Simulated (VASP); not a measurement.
# SnSe (Fm-3m) in VASP: further runs, part 2 of 2

VASP 6.6.1. The steps go on from the part before.

**5. Single point, LDA**

This run uses another cell than the first one, of 27.27 Å³/atom, 1.064 times its volume.

INCAR

```
SYSTEM = SnSe
PREC     = Accurate       ! precision mode
ENCUT    = 520            ! plane-wave cutoff, eV
EDIFF    = 1E-7           ! SCF threshold, eV
ISMEAR   = 0              ! smearing method
SIGMA    = 0.01           ! smearing width, eV
LREAL    = .False.        ! projectors in reciprocal space
LASPH    = .True.         ! aspherical terms in the spheres
NELM     = 100            ! most SCF steps
ALGO     = Normal         ! electronic algorithm
ISIF     = 2              ! what is computed and relaxed
LWAVE    = .False.        ! write WAVECAR
LCHARG   = .True.         ! write CHGCAR
LELF     = .True.         ! ELF
LVHAR    = .True.       
NBANDS   = 17             ! bands
```

KPOINTS

```
regular mesh
0
Gamma
  6 6 6
  0 0 0
```

POSCAR

```
SnSe
1.0
    0.0000000000      3.0100000000      3.0100000000
    3.0100000000      0.0000000000      3.0100000000
    3.0100000000      3.0100000000      0.0000000000
Sn Se
1 1
Direct
    0.0000000000      0.0000000000      0.0000000000
    0.5000000000      0.5000000000      0.5000000000
```

Potentials or basis: VASP PAW LDA potentials, release 64 (Sn_d, Se).

Command:

```console
$ cat potpaw_LDA.64/Sn_d/POTCAR potpaw_LDA.64/Se/POTCAR > POTCAR
$ mpirun -np 1 vasp_std > vasp.out
```

OUTCAR:

```text
SYSTEM = SnSe
   PREC = Accurate
   ENCUT = 520
   EDIFF = 1E-7
   ISMEAR = 0
   LREAL = .False.
   LASPH = .True.
   NELM = 100
   ISIF = 2

 ion  position               nearest neighbor table
   1  0.000  0.000  0.000-   2 3.01   2 3.01   2 3.01   2 3.01   2 3.01   2 3.01
   2  0.500  0.500  0.500-   1 3.01   1 3.01   1 3.01   1 3.01   1 3.01   1 3.01

  LATTYP: Found a face centered cubic cell.
 ALAT       =     6.0200000000

  Lattice vectors:

 A1 = (   0.0000000000,   3.0100000000,   3.0100000000)
 A2 = (   3.0100000000,   0.0000000000,   3.0100000000)
 A3 = (   3.0100000000,   3.0100000000,   0.0000000000)

Analysis of symmetry for initial positions (statically):
=====================================================================
 Subroutine PRICEL returns:
 Original cell was already a primitive cell.

 Routine SETGRP: Setting up the symmetry group for a
 face centered cubic supercell.

 Subroutine GETGRP returns: Found 48 space group operations
 (whereof 48 operations were pure point group operations)
 out of a pool of 48 trial point group operations.

The static configuration has the point symmetry O_h .

Analysis of symmetry for dynamics (positions and initial velocities):
=====================================================================
 Subroutine PRICEL returns:
 Original cell was already a primitive cell.

 Routine SETGRP: Setting up the symmetry group for a
 face centered cubic supercell.

 Subroutine GETGRP returns: Found 48 space group operations
 (whereof 48 operations were pure point group operations)
 out of a pool of 48 trial point group operations.

The dynamic configuration has the point symmetry O_h .

 Subroutine INISYM returns: Found 48 space group operations
 (whereof 48 operations are pure point group operations),
 and found     1 'primitive' translations

----------------------------------------------------------------------------------------

                                     Primitive cell

  volume of cell :      54.5418

  direct lattice vectors                    reciprocal lattice vectors
[... 99 lines left out ...]
  volume/ion in A,a.u.               =      27.27       184.03
  Fermi-wavevector in a.u.,A,eV,Ry     =   1.171768  2.214321 18.681350  1.373040
  Thomas-Fermi vector in A             =   2.308207
   LORBIT       =      0    0 simple, 1 ext, 2 COOP (PROOUT), +10 PAW based schemes
   GGA     = CA    functional components
   LHFCALC =     F    Hartree Fock is set to
   AEXX    =    0.0000 exact exchange contribution
   IVDW    =     0    specifies the selected vdW correction
   LEPSILON=     F    determine dielectric tensor
   LRPA    =     F    only Hartree local field effects (RPA)
 non-spin polarized calculation
 Gauss-broadening in eV      SIGMA  =   0.01
  energy-cutoff  :      520.00
  volume of cell :       54.54
 maximum number of plane-waves:      1484
   NGX = 15   NGY = 15   NGZ = 15

 number of electron      20.0000006 magnetization

 Free energy of the ion-electron system (eV)
  ---------------------------------------------------
  ext. energy  EPLUGINS =         0.00000000
  ---------------------------------------------------
  free energy    TOTEN  =        -9.49320417 eV

  energy without entropy =       -9.49320417  energy(sigma->0) =       -9.49320417

 E-fermi :   5.3743     XC(G=0):  -9.8861

 val. band max:        5.3222565080   @ k =   0.5000   0.0000   0.0000
 cond. band min:       5.9450134777   @ k =   0.5000   0.0000   0.0000
 fundamental gap:      0.6227569697
 Fermi energy:         5.3742765773

 k-point     1 :       0.0000    0.0000    0.0000
  band No.  band energies     occupation
      1     -16.0795      2.00000
      2     -16.0795      2.00000
      3     -16.0771      2.00000
      4     -16.0771      2.00000
      5     -16.0771      2.00000
      6      -8.4607      2.00000
[... 297 lines left out ...]
      4     -16.0655      2.00000
      5     -16.0591      2.00000
      6      -7.2285      2.00000
[... 9 lines left out ...]
     16      16.5857      0.00000
     17      18.1817      0.00000

------------------------ aborting loop because EDIFF is reached ----------------------------------------

  FORCE on cell =-STRESS in cart. coord.  units (eV):
  Direction    XX          YY          ZZ          XY          YZ          ZX
  --------------------------------------------------------------------------------------
  -------------------------------------------------------------------------------------
  Total       -1.2287986     -1.2287986     -1.2287986     -0.0000000     -0.0000000      0.0000000
  in kB      -36.0962281    -36.0962281    -36.0962281     -0.0000000     -0.0000000      0.0000000
  external PRESSURE =     -36.0962281 kB  Pullay stress =       0.0000000 kB

 VOLUME and BASIS-vectors are now :
 -----------------------------------------------------------------------------
  energy-cutoff  :      520.00
  volume of cell :       54.54
      direct lattice vectors                 reciprocal lattice vectors
     0.000000000  3.010000000  3.010000000    -0.166112957  0.166112957  0.166112957
     3.010000000  0.000000000  3.010000000     0.166112957 -0.166112957  0.166112957
     3.010000000  3.010000000  0.000000000     0.166112957  0.166112957 -0.166112957

 POSITION                                       TOTAL-FORCE (eV/Angst)
 -----------------------------------------------------------------------------------
      0.00000      0.00000      0.00000         0.000000      0.000000      0.000000
      3.01000      3.01000      3.01000        -0.000000      0.000000     -0.000000
 -----------------------------------------------------------------------------------
    total drift:                                0.000000     -0.000000     -0.000000

  FREE ENERGIE OF THE ION-ELECTRON SYSTEM (eV)
  ---------------------------------------------------
  free  energy   TOTEN  =        -9.4932041714 eV

  energy  without entropy=       -9.4932041714  energy(sigma->0) =       -9.49320417
```

OSZICAR:

```text
N       E                     dE             d eps       ncg     rms          rms(c)
DAV:   1     0.131704837959E+03    0.13170E+03   -0.97544E+03   560   0.145E+03
DAV:   2     0.335771734642E+01   -0.12835E+03   -0.12354E+03   609   0.350E+02
DAV:   3    -0.933833975442E+01   -0.12696E+02   -0.12589E+02   679   0.942E+01
DAV:   4    -0.966822442114E+01   -0.32988E+00   -0.32954E+00   687   0.163E+01
DAV:   5    -0.967821699200E+01   -0.99926E-02   -0.99923E-02   775   0.276E+00    0.319E+00
DAV:   6    -0.950054436046E+01    0.17767E+00   -0.44549E-01   783   0.397E+00    0.193E+00
DAV:   7    -0.949483449998E+01    0.57099E-02   -0.65317E-02   660   0.114E+00    0.921E-01
DAV:   8    -0.949340808125E+01    0.14264E-02   -0.69219E-03   667   0.676E-01    0.807E-02
DAV:   9    -0.949319924400E+01    0.20884E-03   -0.13590E-03   759   0.256E-01    0.401E-02
DAV:  10    -0.949320361239E+01   -0.43684E-05   -0.10155E-04   641   0.596E-02    0.786E-03
DAV:  11    -0.949320417768E+01   -0.56529E-06   -0.55937E-06   719   0.156E-02    0.300E-03
DAV:  12    -0.949320417144E+01    0.62391E-08   -0.40672E-07   658   0.870E-03
   1 F= -.94932042E+01 E0= -.94932042E+01  d E =-.184775E-15
```

stdout:

```text
POSCAR found type information on POSCAR SnSe
 POSCAR found :  2 types and       2 ions
 scaLAPACK will be used
 LDA part: xc-table for (Slater(with rela. corr.)+CA(PZ))
 , standard interpolation
 POSCAR, INCAR and KPOINTS ok, starting setup
 FFT: planning ... GRIDC
 FFT: planning ... GRID_SOFT
 FFT: planning ... GRID
 WAVECAR not read
 entering main loop
```

It took 13 s on 1 thread of Intel Xeon Platinum 8259CL at 2.50GHz (Skylake/Cascade Lake), shared host; peak memory 0.15 GiB.

What came out:

| Property | Result |
| --- | --- |
| Free energy | -9.4932 eV |
| Pressure | -3.6 GPa |
| Band gap on the k mesh | 0.62 eV, direct |

Levels at points of the mesh, in eV from the valence-band top:
| k point | band 8 | band 9 | band 10 | band 11 | band 12 | band 13 |
| --- | --- | --- | --- | --- | --- | --- |
| (0.00, 0.00, 0.00) | -2.08 | -2.08 | -2.08 | 4.32 | 4.32 | 4.32 |
| (0.50, 0.00, 0.00) | -1.82 | -1.82 | 0.00 | 0.62 | 1.29 | 1.29 |
| (0.50, 0.50, 0.00) | -5.38 | -3.53 | -3.53 | 3.09 | 5.35 | 5.35 |

Caveat: spin-orbit coupling is left out, which moves the levels of the heavy elements.

**6. Single point, LDA**

This run uses another cell than the first one, of 27.82 Å³/atom, 1.085 times its volume.

INCAR

```
SYSTEM = SnSe
PREC     = Accurate       ! precision mode
ENCUT    = 520            ! plane-wave cutoff, eV
EDIFF    = 1E-7           ! SCF threshold, eV
ISMEAR   = 0              ! smearing method
SIGMA    = 0.01           ! smearing width, eV
LREAL    = .FALSE.        ! projectors in reciprocal space
LASPH    = .TRUE.         ! aspherical terms in the spheres
NELM     = 60             ! most SCF steps
ALGO     = Normal         ! electronic algorithm
ISIF     = 2              ! what is computed and relaxed
LWAVE    = .FALSE.        ! write WAVECAR
LCHARG   = .FALSE.        ! write CHGCAR
GGA      = CA             ! functional
NBANDS   = 17             ! bands
```

KPOINTS

```
Automatic mesh
0
G
  6 6 6
  0 0 0
```

POSCAR

```
SnSe
1.0
    0.0000000000      3.0299343558      3.0299343558
    3.0299343558      0.0000000000      3.0299343558
    3.0299343558      3.0299343558      0.0000000000
Sn Se
1 1
Direct
    0.0000000000      0.0000000000      0.0000000000
    0.5000000000      0.5000000000      0.5000000000
```

Potentials or basis: VASP PAW LDA potentials, release 64 (Sn_d, Se).

Command:

```console
$ cat potpaw_LDA.64/Sn_d/POTCAR potpaw_LDA.64/Se/POTCAR > POTCAR
$ mpirun -np 1 vasp_std > vasp.out
```

It took 11 s on 1 thread of Intel Xeon Platinum 8259CL at 2.50GHz (Skylake/Cascade Lake), shared host; peak memory 0.15 GiB.

The run converged. Its results:

```
Free energy            : -9.4660 eV
Pressure               : -4.5 GPa
Band gap on the k mesh : 0.54 eV, direct
```

Levels at points of the mesh, in eV from the valence-band top:
| k point | band 6 | band 7 | band 8 | band 9 | band 10 | band 11 | band 12 | band 13 | band 14 | band 15 |
| --- | --- | --- | --- | --- | --- | --- | --- | --- | --- | --- |
| (0.00, 0.00, 0.00) | -13.66 | -5.16 | -2.03 | -2.03 | -2.03 | 4.23 | 4.23 | 4.23 | 5.97 | 5.97 |
| (0.50, 0.00, 0.00) | -12.77 | -7.92 | -1.78 | -1.78 | 0.00 | 0.54 | 1.28 | 1.28 | 8.18 | 10.05 |
| (0.50, 0.50, 0.00) | -12.51 | -6.02 | -5.26 | -3.45 | -3.45 | 3.14 | 5.23 | 5.23 | 5.83 | 10.54 |

Caveat: spin-orbit coupling is left out, which moves the levels of the heavy elements. A k mesh can miss the band edges.

**7. Summary**

```csv
cell,gap on the mesh (eV),pressure (GPa)
"a = 4.170 Å, angles 60.0°, 2 atoms",0.90,-0.4
"a = 4.199 Å, angles 60.0°, 2 atoms",0.80,-1.6
"a = 4.228 Å, angles 60.0°, 2 atoms",0.71,-2.6
"a = 4.257 Å, angles 60.0°, 2 atoms",0.62,-3.6
"a = 4.285 Å, angles 60.0°, 2 atoms",0.54,-4.5
```

Alike in all rows: task single point; level LDA; potentials or basis VASP PAW LDA potentials, release 64 (Sn_d, Se); no spin polarisation; k mesh 6 × 6 × 6; cutoff (eV) 520; smearing gaussian 0.01 eV.

Caveats: spin-orbit coupling is left out, which moves the levels of the heavy elements.

Absolute energies hang on the potentials; compare differences alone.
